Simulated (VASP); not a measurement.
# Zn (Im-3m) in VASP: notebook

The runs below take Zn through single point, with PBE, PBE0.

All numbers are computed with VASP 6.6.1; they aren't measurements. Logs are shortened: lines on timing, memory, paths and dates and some standing lists are left out, and cuts for length are marked.

### Step 1. The cell of the first run

Symmetry: Im-3m, No. 229, cubic system. Conventional cell: a = 3.138 Å, b = 3.138 Å, c = 3.138 Å, α = 90.00°, β = 90.00°, γ = 90.00°. Within 3.6 Å of Zn (site symmetry m-3m) lie 14 Zn at 2.72 to 3.14 Å.

### Step 2. Single point, PBE

File INCAR:

```
SYSTEM = Zn
PREC = Accurate
ENCUT = 520
EDIFF = 1E-7
ISMEAR = 0
SIGMA = 0.1
LREAL = .FALSE.
LASPH = .TRUE.
NELM = 60
ALGO = Normal
ISIF = 2
LWAVE = .FALSE.
LCHARG = .FALSE.
GGA = PE
NBANDS = 12
```

File KPOINTS:

```
regular mesh
0
G
  10 10 10
  0 0 0
```

File POSCAR:

```
Zn
1.0
   -1.5690370000      1.5690370000      1.5690370000
    1.5690370000     -1.5690370000      1.5690370000
    1.5690370000      1.5690370000     -1.5690370000
Zn
1
Direct
    0.0000000000      0.0000000000      0.0000000000
```

Potentials or basis: VASP PAW PBE potentials, release 64 (Zn).

The run is started by

```sh
> cat potpaw_PBE.64/Zn/POTCAR > POTCAR
> mpirun -np 1 vasp_std > vasp.out
```

OUTCAR:

```text
SYSTEM = Zn
   PREC = Accurate
   ENCUT = 520
   EDIFF = 1E-7
   ISMEAR = 0
   LREAL = .FALSE.
   LASPH = .TRUE.
   NELM = 60
   ISIF = 2
   GGA = PE

 ion  position               nearest neighbor table
   1  0.000  0.000  0.000-

  LATTYP: Found a body centered cubic cell.
 ALAT       =     3.1380740000

  Lattice vectors:

 A1 = (  -1.5690370000,   1.5690370000,   1.5690370000)
 A2 = (   1.5690370000,  -1.5690370000,   1.5690370000)
 A3 = (   1.5690370000,   1.5690370000,  -1.5690370000)

Analysis of symmetry for initial positions (statically):
=====================================================================
 Subroutine PRICEL returns:
 Original cell was already a primitive cell.

 Routine SETGRP: Setting up the symmetry group for a
 body centered cubic supercell.

 Subroutine GETGRP returns: Found 48 space group operations
 (whereof 48 operations were pure point group operations)
 out of a pool of 48 trial point group operations.

The static configuration has the point symmetry O_h .

Analysis of symmetry for dynamics (positions and initial velocities):
=====================================================================
 Subroutine PRICEL returns:
 Original cell was already a primitive cell.

 Routine SETGRP: Setting up the symmetry group for a
 body centered cubic supercell.

 Subroutine GETGRP returns: Found 48 space group operations
 (whereof 48 operations were pure point group operations)
 out of a pool of 48 trial point group operations.

The dynamic configuration has the point symmetry O_h .

 Subroutine INISYM returns: Found 48 space group operations
 (whereof 48 operations are pure point group operations),
 and found     1 'primitive' translations

----------------------------------------------------------------------------------------

                                     Primitive cell

  volume of cell :      15.4511

  direct lattice vectors                    reciprocal lattice vectors
    -1.569037000  1.569037000  1.569037000     0.000000000  0.318666800  0.318666800
     1.569037000 -1.569037000  1.569037000     0.318666800  0.000000000  0.318666800
     1.569037000  1.569037000 -1.569037000     0.318666800  0.318666800  0.000000000

  length of vectors
     2.717651803  2.717651803  2.717651803     0.450662911  0.450662911  0.450662911

  position of ions in fractional coordinates (direct lattice)
     0.000000000  0.000000000  0.000000000

  ion indices of the primitive-cell ions
   primitive index   ion index
                 1           1

----------------------------------------------------------------------------------------

 KPOINTS: regular mesh

Automatic generation of k-mesh.
 Grid dimensions read from file:
 generate k-points for:   10   10   10

 Generating k-lattice:

  Cartesian coordinates                     Fractional coordinates (reciprocal lattice)
     0.000000000  0.031866680  0.031866680     0.100000000  0.000000000  0.000000000
     0.031866680  0.000000000  0.031866680     0.000000000  0.100000000  0.000000000
     0.031866680  0.031866680  0.000000000     0.000000000  0.000000000  0.100000000

  Length of vectors
     0.045066291  0.045066291  0.045066291

  Shift w.r.t. Gamma in fractional coordinates (k-lattice)
     0.000000000  0.000000000  0.000000000

 Subroutine IBZKPT returns following result:
 ===========================================

 Found     47 irreducible k-points:

 Following reciprocal coordinates:
            Coordinates               Weight
  0.000000  0.000000  0.000000      1.000000
  0.100000  0.000000  0.000000     12.000000
  0.200000  0.000000  0.000000     12.000000
  0.300000  0.000000  0.000000     12.000000
  0.400000  0.000000  0.000000     12.000000
  0.500000  0.000000  0.000000      6.000000
[... 16 lines left out ...]
  0.300000  0.300000  0.100000      8.000000
 -0.300000  0.300000  0.100000     24.000000
 [... further k-points ...]
   k-points           NKPTS =     47   k-points in BZ     NKDIM =     47   number of bands    NBANDS=     12
   number of dos      NEDOS =    301   number of ions     NIONS =      1
   total plane-waves  NPLWV =   8000
   dimension x,y,z NGX =    20 NGY =   20 NGZ =   20
   dimension x,y,z NGXF=    40 NGYF=   40 NGZF=   40
   ions per type =               1
   NGX,Y,Z   is equivalent  to a cutoff of  12.23, 12.23, 12.23 a.u.
   NGXF,Y,Z  is equivalent  to a cutoff of  24.47, 24.47, 24.47 a.u.
 SYSTEM =  Zn
   PREC   = accura    normal or accurate (medium, high low for compatibility)
   ISTART =      0    job   : 0-new  1-cont  2-samecut
   ICHARG =      2    charge: 1-file 2-atom 10-const
   ISPIN  =      1    spin polarized calculation?
   LNONCOLLINEAR =      F non collinear calculations
   LSORBIT =      F    spin-orbit coupling
   LASPH  =      T    aspherical Exc in radial PAW
   ENCUT  =  520.0 eV  38.22 Ry    6.18 a.u.   5.05  5.05  5.05*2*pi/ulx,y,z
   NELM   =     60;   NELMIN=  2; NELMDL= -5     # of ELM steps
   EDIFF  = 0.1E-06   stopping-criterion for ELM
   LREAL  =      F    real-space projection
   EDIFFG = 0.1E-05   stopping-criterion for IOM
   NSW    =      0    number of steps for IOM
   IBRION =     -1    ionic relax: 0-MD 1-quasi-New 2-CG
   NFREE  =      0    steps in history (QN), initial steepest desc. (CG)
   ISIF   =      2    stress and relaxation
   ISYM   =      2    0-nonsym 1-usesym 2-fastsym
   POTIM  = 0.5000    time-step for ionic-motion
   TEBEG  =    0.0;   TEEND  =   0.0 temperature during run
   PSTRESS=    0.0 pullay stress
   NELECT =      12.0000    total number of electrons
   NUPDOWN=      -1.0000    fix difference up-down
   EMIN   =  10.00;   EMAX   =-10.00  energy-range for DOS
   EFERMI =   0.00;   METHOD = LEGACY
   ISMEAR =     0;   SIGMA  =   0.10  broadening in eV -4-tet -1-fermi 0-gaus
   EFERMI_NEDOS =   21; number of points for ismear=-14 and -15
   IALGO  =     38    algorithm
   IMIX   =      4    mixing-type and parameters
     AMIX     =   0.40;   BMIX     =  1.00
     AMIX_MAG =   1.60;   BMIX_MAG =  1.00
  volume/ion in A,a.u.               =      15.45       104.27
  Fermi-wavevector in a.u.,A,eV,Ry     =   1.504811  2.843681 30.809811  2.264457
  Thomas-Fermi vector in A             =   2.615742
   LORBIT       =      0    0 simple, 1 ext, 2 COOP (PROOUT), +10 PAW based schemes
   GGA     = PE    functional components
   LHFCALC =     F    Hartree Fock is set to
   AEXX    =    0.0000 exact exchange contribution
   IVDW    =     0    specifies the selected vdW correction
   LEPSILON=     F    determine dielectric tensor
   LRPA    =     F    only Hartree local field effects (RPA)
 non-spin polarized calculation
 Gauss-broadening in eV      SIGMA  =   0.10
  energy-cutoff  :      520.00
  volume of cell :       15.45
 maximum number of plane-waves:       429
   NGX = 11   NGY = 11   NGZ = 11

 number of electron      12.0000023 magnetization

 Free energy of the ion-electron system (eV)
  ---------------------------------------------------
  ext. energy  EPLUGINS =         0.00000000
  ---------------------------------------------------
  free energy    TOTEN  =        -1.03269423 eV

  energy without entropy =       -1.02984831  energy(sigma->0) =       -1.03127127

 E-fermi :   3.3012     XC(G=0): -11.4834

 val. band max:        3.2811436969   @ k =  -0.4000   0.4000   0.4000
 cond. band min:       3.3483861518   @ k =   0.4000   0.1000   0.0000
 fundamental gap:      0.0672424549
 Fermi energy:         3.3012409642

 k-point     1 :       0.0000    0.0000    0.0000
  band No.  band energies     occupation
      1      -7.2486      2.00000
      2      -4.6656      2.00000
      3      -4.6656      2.00000
      4      -4.6656      2.00000
      5      -4.1691      2.00000
      6      -4.1691      2.00000
      7      22.0506      0.00000
      8      22.0506      0.00000
      9      22.0506      0.00000
     10      23.7999      0.00000
     11      23.7999      0.00000
     12      23.7999      0.00000

 k-point     2 :       0.1000    0.0000    0.0000
  band No.  band energies     occupation
      1      -6.9353      2.00000
      2      -4.6944      2.00000
      3      -4.6580      2.00000
      4      -4.5929      2.00000
      5      -4.1947      2.00000
      6      -4.1673      2.00000
      7      18.4587      0.00000
      8      20.2333      0.00000
      9      20.7878      0.00000
     10      22.1342      0.00000
     11      22.2597      0.00000
     12      23.6118      0.00000

 k-point     3 :       0.2000    0.0000    0.0000
  band No.  band energies     occupation
      1      -6.0694      2.00000
      2      -4.7696      2.00000
      3      -4.5883      2.00000
      4      -4.3968      2.00000
      5      -4.2331      2.00000
      6      -4.1613      2.00000
      7      13.4736      0.00000
      8      17.8666      0.00000
      9      18.7308      0.00000
     10      20.4475      0.00000
     11      21.1666      0.00000
     12      24.5690      0.00000
[... 286 lines left out ...]
 k-point    23 :       0.3000    0.3000    0.1000
  band No.  band energies     occupation
      1      -4.9928      2.00000
      2      -4.6552      2.00000
      3      -4.6552      2.00000
      4      -4.1358      2.00000
      5      -4.1358      2.00000
      6       4.1373      0.00000
      7       4.1373      0.00000
      8       4.2348      0.00000
      9      10.3362      0.00000
     10      28.4823      0.00000
     11      28.4823      0.00000
     12      29.7076      0.00000

 k-point    24 :      -0.3000    0.3000    0.1000
  band No.  band energies     occupation
      1      -5.1805      2.00000
      2      -4.7834      2.00000
      3      -4.4050      2.00000
      4      -4.2693      2.00000
      5      -4.1546      2.00000
      6      -3.3984      2.00000
      7       9.1814      0.00000
      8      14.3254      0.00000
      9      15.8766      0.00000
     10      20.6301      0.00000
     11      21.4277      0.00000
     12      23.4965      0.00000

 [... further k-points ...]
[... 5 lines left out ...]
  --------------------------------------------------------------------------------------
  -------------------------------------------------------------------------------------
  Total       -0.0071519     -0.0071519     -0.0071519      0.0000000      0.0000000     -0.0000000
  in kB       -0.7416059     -0.7416059     -0.7416059      0.0000000      0.0000000     -0.0000000
  external PRESSURE =      -0.7416059 kB  Pullay stress =       0.0000000 kB

 VOLUME and BASIS-vectors are now :
 -----------------------------------------------------------------------------
  energy-cutoff  :      520.00
  volume of cell :       15.45
      direct lattice vectors                 reciprocal lattice vectors
    -1.569037000  1.569037000  1.569037000     0.000000000  0.318666800  0.318666800
     1.569037000 -1.569037000  1.569037000     0.318666800  0.000000000  0.318666800
     1.569037000  1.569037000 -1.569037000     0.318666800  0.318666800  0.000000000

 POSITION                                       TOTAL-FORCE (eV/Angst)
 -----------------------------------------------------------------------------------
      0.00000      0.00000      0.00000         0.000000      0.000000     -0.000000
 -----------------------------------------------------------------------------------
    total drift:                                0.000000     -0.000000      0.000000

  FREE ENERGIE OF THE ION-ELECTRON SYSTEM (eV)
  ---------------------------------------------------
  free  energy   TOTEN  =        -1.0326942275 eV

  energy  without entropy=       -1.0298483057  energy(sigma->0) =       -1.03127127
```

Run time: 10 s. Hardware: 1 thread of Intel Xeon Platinum 8259CL at 2.50GHz (Skylake/Cascade Lake), shared host; peak memory 0.12 GiB.

What came out:

* Free energy: -1.0327 eV
* Pressure: -0.1 GPa
* Band gap on the k mesh: zero (band 6 reaches 7.27 eV, above the bottom of band 7 at 2.09 eV)

Levels at points of the mesh, in eV from the Fermi level:
```tsv
k point	band 2	band 3	band 4	band 5	band 6	band 7	band 8	band 9	band 10	band 11
(0.00, 0.00, 0.00)	-7.97	-7.97	-7.97	-7.47	-7.47	18.75	18.75	18.75	20.50	20.50
(0.50, 0.00, 0.00)	-8.27	-7.50	-7.44	-7.14	-2.86	-1.21	11.06	12.45	15.05	16.47
(0.50, 0.50, 0.50)	-8.51	-7.22	-7.22	-7.22	3.97	3.97	3.97	7.23	8.32	8.32
```

### Step 3. Single point, PBE

File INCAR:

```
PREC = Accurate ; ENCUT = 520
EDIFF = 1E-7 ; ISMEAR = 0
SIGMA = 0.1 ; LREAL = F
LASPH = T ; NELM = 80
ALGO = Fast ; ISIF = 2
LWAVE = F ; LCHARG = F
GGA = PE ; NBANDS = 12
```

File KPOINTS:

```
Automatic mesh
0
Gamma
  10 10 10
```

POSCAR is that of step 2.

Potentials or basis: VASP PAW PBE potentials, release 64 (Zn).

The run is started by

```sh
> cat potpaw_PBE.64/Zn/POTCAR > POTCAR
> mpirun -np 1 vasp_std > vasp.out
```

OUTCAR:

```text
PREC = Accurate
   ENCUT = 520
   EDIFF = 1E-7
   ISMEAR = 0
   LREAL = F
   LASPH = T
   NELM = 80
   ISIF = 2
   GGA = PE

 ion  position               nearest neighbor table
   1  0.000  0.000  0.000-

  LATTYP: Found a body centered cubic cell.
 ALAT       =     3.1380740000

  Lattice vectors:

 A1 = (  -1.5690370000,   1.5690370000,   1.5690370000)
 A2 = (   1.5690370000,  -1.5690370000,   1.5690370000)
 A3 = (   1.5690370000,   1.5690370000,  -1.5690370000)

Analysis of symmetry for initial positions (statically):
=====================================================================
 Subroutine PRICEL returns:
 Original cell was already a primitive cell.

 Routine SETGRP: Setting up the symmetry group for a
 body centered cubic supercell.

 Subroutine GETGRP returns: Found 48 space group operations
 (whereof 48 operations were pure point group operations)
 out of a pool of 48 trial point group operations.

The static configuration has the point symmetry O_h .

Analysis of symmetry for dynamics (positions and initial velocities):
=====================================================================
 Subroutine PRICEL returns:
 Original cell was already a primitive cell.

 Routine SETGRP: Setting up the symmetry group for a
 body centered cubic supercell.

 Subroutine GETGRP returns: Found 48 space group operations
 (whereof 48 operations were pure point group operations)
 out of a pool of 48 trial point group operations.

The dynamic configuration has the point symmetry O_h .

 Subroutine INISYM returns: Found 48 space group operations
 (whereof 48 operations are pure point group operations),
 and found     1 'primitive' translations

----------------------------------------------------------------------------------------

                                     Primitive cell

  volume of cell :      15.4511
[... 107 lines left out ...]
     AMIX_MAG =   1.60;   BMIX_MAG =  1.00
  volume/ion in A,a.u.               =      15.45       104.27
  Fermi-wavevector in a.u.,A,eV,Ry     =   1.504811  2.843681 30.809811  2.264457
  Thomas-Fermi vector in A             =   2.615742
   LORBIT       =      0    0 simple, 1 ext, 2 COOP (PROOUT), +10 PAW based schemes
   GGA     = PE    functional components
   LHFCALC =     F    Hartree Fock is set to
   AEXX    =    0.0000 exact exchange contribution
   IVDW    =     0    specifies the selected vdW correction
   LEPSILON=     F    determine dielectric tensor
   LRPA    =     F    only Hartree local field effects (RPA)
 non-spin polarized calculation
 RMM-DIIS sequential band-by-band and
 Gauss-broadening in eV      SIGMA  =   0.10
  energy-cutoff  :      520.00
  volume of cell :       15.45
 maximum number of plane-waves:       429
   NGX = 11   NGY = 11   NGZ = 11

 number of electron      12.0000023 magnetization

 Free energy of the ion-electron system (eV)
  ---------------------------------------------------
  ext. energy  EPLUGINS =         0.00000000
  ---------------------------------------------------
  free energy    TOTEN  =        -1.03269424 eV

  energy without entropy =       -1.02984819  energy(sigma->0) =       -1.03127122

 E-fermi :   3.3012     XC(G=0): -11.4835

 val. band max:        3.2811032172   @ k =  -0.4000   0.4000   0.4000
 cond. band min:       3.3483219732   @ k =   0.4000   0.1000   0.0000
 fundamental gap:      0.0672187560
 Fermi energy:         3.3011789518

 k-point     1 :       0.0000    0.0000    0.0000
  band No.  band energies     occupation
      1      -7.2486      2.00000
      2      -4.6660      2.00000
      3      -4.6659      2.00000
      4      -4.6659      2.00000
      5      -4.1694      2.00000
      6      -4.1694      2.00000
      7      22.0505      0.00000
      8      22.0505      0.00000
      9      22.0505      0.00000
     10      23.7999      0.00000
     11      23.7999      0.00000
     12      23.7999      0.00000
[... 331 lines left out ...]
 k-point    24 :      -0.3000    0.3000    0.1000
  band No.  band energies     occupation
      1      -5.1807      2.00000
      2      -4.7837      2.00000
      3      -4.4053      2.00000
      4      -4.2696      2.00000
      5      -4.1549      2.00000
      6      -3.3985      2.00000
      7       9.1814      0.00000
      8      14.3253      0.00000
      9      15.8766      0.00000
     10      20.6301      0.00000
     11      21.4277      0.00000
     12      23.4965      0.00000

 [... further k-points ...]
[... 5 lines left out ...]
  --------------------------------------------------------------------------------------
  -------------------------------------------------------------------------------------
  Total        0.0000760      0.0000760      0.0000760      0.0000000     -0.0000000      0.0000000
  in kB        0.0078776      0.0078776      0.0078776      0.0000000     -0.0000000      0.0000000
  external PRESSURE =       0.0078776 kB  Pullay stress =       0.0000000 kB

 VOLUME and BASIS-vectors are now :
 -----------------------------------------------------------------------------
  energy-cutoff  :      520.00
  volume of cell :       15.45
      direct lattice vectors                 reciprocal lattice vectors
    -1.569037000  1.569037000  1.569037000     0.000000000  0.318666800  0.318666800
     1.569037000 -1.569037000  1.569037000     0.318666800  0.000000000  0.318666800
     1.569037000  1.569037000 -1.569037000     0.318666800  0.318666800  0.000000000

 POSITION                                       TOTAL-FORCE (eV/Angst)
 -----------------------------------------------------------------------------------
      0.00000      0.00000      0.00000         0.000000     -0.000000      0.000000
 -----------------------------------------------------------------------------------
    total drift:                                0.000000     -0.000000      0.000000

  FREE ENERGIE OF THE ION-ELECTRON SYSTEM (eV)
  ---------------------------------------------------
  free  energy   TOTEN  =        -1.0326942419 eV

  energy  without entropy=       -1.0298481943  energy(sigma->0) =       -1.03127122
```

stdout:

```text
POSCAR found type information on POSCAR Zn
 POSCAR found :  1 types and       1 ions
 scaLAPACK will be used
 LDA part: xc-table for (Slater+PW92), standard interpolation
 POSCAR, INCAR and KPOINTS ok, starting setup
 FFT: planning ... GRIDC
 FFT: planning ... GRID_SOFT
 FFT: planning ... GRID
 WAVECAR not read
 entering main loop
```

Wall time 11 s (1 thread of Intel Xeon Platinum 8259CL at 2.50GHz (Skylake/Cascade Lake), shared host); peak memory 0.12 GiB.

What came out:

```yaml
Free_energy: -1.0327 eV
Pressure: 0.0 GPa
Band_gap_on_the_k_mesh: zero (band 6 reaches 7.27 eV, above the bottom of band 7 at 2.09 eV)
```

Levels at points of the mesh, in eV from the Fermi level:
```tsv
k point	band 3	band 4	band 5	band 6	band 7	band 8	band 9	band 10
(0.00, 0.00, 0.00)	-7.97	-7.97	-7.47	-7.47	18.75	18.75	18.75	20.50
(0.50, 0.00, 0.00)	-7.50	-7.44	-7.14	-2.86	-1.21	11.06	12.45	15.05
(0.50, 0.50, 0.50)	-7.22	-7.22	-7.22	3.97	3.97	3.97	7.23	8.32
```

(Continued in part 2 of 2.)
